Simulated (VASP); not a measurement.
Wanted: the native input for a VASP 6.6.1 run.

```
Task                   : single point
Functional             : LDA
Potentials or basis    : VASP PAW LDA potentials, release 64 (Mg_sv, O)
Cutoff                 : 840 eV
k mesh                 : 10 × 10 × 10
Occupations            : gaussian, width 0.02 eV
Spin                   : no spin polarisation
Dipole correction      : no
Further INCAR settings : ALGO = Normal; EDIFF = 1e-06; NBANDS = 15
```

The structure of MgO lies in POSCAR:

```
MgO
1.0
    0.0000000000      2.0796058485      2.0796058485
    2.0796058485      0.0000000000      2.0796058485
    2.0796058485      2.0796058485      0.0000000000
Mg O
1 1
Direct
    0.0000000000      0.0000000000      0.0000000000
    0.5000000000      0.5000000000      0.5000000000
```

These files were run (other wordings do the same):

INCAR

```
SYSTEM = MgO
PREC = Accurate
ENCUT = 840
EDIFF = 1E-6
ISMEAR = 0
SIGMA = 0.02
LREAL = .FALSE.
LASPH = .TRUE.
NELM = 120
ALGO = Normal
ISIF = 2
LWAVE = .FALSE.
LCHARG = .FALSE.
GGA = CA
NBANDS = 15
GGA_COMPAT = .FALSE.
```

KPOINTS

```
Automatic mesh
0
G
  10 10 10
  0 0 0
```

Potentials or basis: VASP PAW LDA potentials, release 64 (Mg_sv, O).

The run is started by

```bash
$ cat potpaw_LDA.64/Mg_sv/POTCAR potpaw_LDA.64/O/POTCAR > POTCAR
$ mpirun -np 1 vasp_std > vasp.out
```

It gave:

| Quantity | Value |
| --- | --- |
| Pressure | 0.6 GPa |
| Band gap on the k mesh | 5.04 eV |

Run time: 11 s on 1 thread of AMD EPYC 9R45 96-Core Processor (Zen 5), with other jobs on the host, peak memory 0.12 GiB.
